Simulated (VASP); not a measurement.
A run of VASP 6.6.1 is set up as follows.

INCAR

```
PREC     = Accurate       # precision mode
ENCUT    = 600            # plane-wave cutoff, eV
EDIFF    = 1E-6           # SCF threshold, eV
ISMEAR   = 0              # smearing method
SIGMA    = 0.02           # smearing width, eV
LREAL    = F              # projectors in reciprocal space
LASPH    = T              # aspherical terms in the spheres
NELM     = 100            # most SCF steps
ALGO     = Normal         # electronic algorithm
ISIF     = 3              # what is computed and relaxed
LWAVE    = F              # write WAVECAR
LCHARG   = F              # write CHGCAR
GGA      = PS             # functional
IBRION   = 2              # ionic algorithm
NSW      = 70             # ionic steps
EDIFFG   = -0.005         # ionic threshold
```

The input KPOINTS:

```
regular mesh
0
Gamma
  6 6 4
```

Contents of POSCAR:

```
H4NF
1.0
    4.4321110495      0.0000000000      0.0000000000
   -2.2160555248      3.8383207613      0.0000000000
    0.0000000000      0.0000000000      7.1769022815
H N F
8 2 2
Direct
    0.3333333333      0.6666666667      0.2278539416
    0.6666666667      0.3333333333      0.7278539416
    0.4624930038      0.5375069962      0.4229494331
    0.9249860075      0.4624930038      0.9229494331
    0.4624930038      0.9249860075      0.4229494331
    0.5375069962      0.4624930038      0.9229494331
    0.0750139925      0.5375069962      0.4229494331
    0.5375069962      0.0750139925      0.9229494331
    0.3333333333      0.6666666667      0.3743494972
    0.6666666667      0.3333333333      0.8743494972
    0.3333333333      0.6666666667     -0.0025517381
    0.6666666667      0.3333333333      0.4974482619
```

Potentials or basis: VASP PAW PBE potentials, release 64 (H, N, F).

The run is started by

```console
$ cat potpaw_PBE.64/H/POTCAR potpaw_PBE.64/N/POTCAR potpaw_PBE.64/F/POTCAR > POTCAR
$ mpirun -np 1 vasp_std > vasp.out
```

What does it give for the relaxed cell?

a = 4.390 Å, b = 4.390 Å, c = 7.113 Å, α = 90.00°, β = 90.00°, γ = 120.00°.

What does it give for the band gap on the k mesh?

6.21 eV (least direct gap 6.51 eV).

Estimate the space group after relaxing (to 0.1 Å).

P6_3mc (No. 186).

Predict the relaxed volume.

9.89 Å³/atom.

Final structure:
```
H N F
1.0
     4.38990    0.00000    0.00000
    -2.19495    3.80176    0.00000
     0.00000    0.00000    7.11286
H N F
8 2 2
Direct
  0.33333 0.66667 0.22568
  0.66667 0.33333 0.72568
  0.46446 0.53554 0.42365
  0.92892 0.46446 0.92365
  0.46446 0.92892 0.42365
  0.53554 0.46446 0.92365
  0.07108 0.53554 0.42365
  0.53554 0.07108 0.92365
  0.33333 0.66667 0.37432
  0.66667 0.33333 0.87432
  0.33333 0.66667 0.99756
  0.66667 0.33333 0.49756
```

Caveat: the PAW data sets were made with another functional, which shifts forces and pressure a little. A k mesh can miss the band edges.
